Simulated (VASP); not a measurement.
A run of VASP 6.6.1:

The input INCAR:

```
PREC     = Accurate       # precision mode
ENCUT    = 520            # plane-wave cutoff, eV
EDIFF    = 1E-7           # SCF threshold, eV
ISMEAR   = 0              # smearing method
SIGMA    = 0.15           # smearing width, eV
LREAL    = False          # projectors in reciprocal space
LASPH    = True           # aspherical terms in the spheres
NELM     = 80             # most SCF steps
ALGO     = Fast           # electronic algorithm
ISIF     = 2              # what is computed and relaxed
LWAVE    = False          # write WAVECAR
LCHARG   = True           # write CHGCAR
GGA      = PS             # functional
LELF     = True           # ELF
LVHAR    = True         
NBANDS   = 17             # bands
```

File KPOINTS:

```
Automatic mesh
0
Gamma
  15 15 8
```

POSCAR

```
Sr
1.0
    4.1807002141      0.0000000000      0.0000000000
   -2.0903501071      3.6205925910      0.0000000000
    0.0000000000      0.0000000000      7.1557500000
Sr
2
Direct
    0.3333333333      0.6666666667      0.2500000000
    0.6666666667      0.3333333333      0.7500000000
```

Potentials or basis: VASP PAW PBE potentials, release 64 (Sr_sv).

Launch:

```console
$ cat potpaw_PBE.64/Sr_sv/POTCAR > POTCAR
$ mpirun -np 1 vasp_std > vasp.out
```

Hardware: 1 thread of Intel(R) Xeon(R) 6975P-C (Granite Rapids), on a shared host.

Problem. Estimate the wall time of this run.

Solution. Run time: 110 s on 1 thread of Intel(R) Xeon(R) 6975P-C (Granite Rapids), with other jobs on the host, peak memory 0.37 GiB. Counts: scf iterations 17, k points 135.
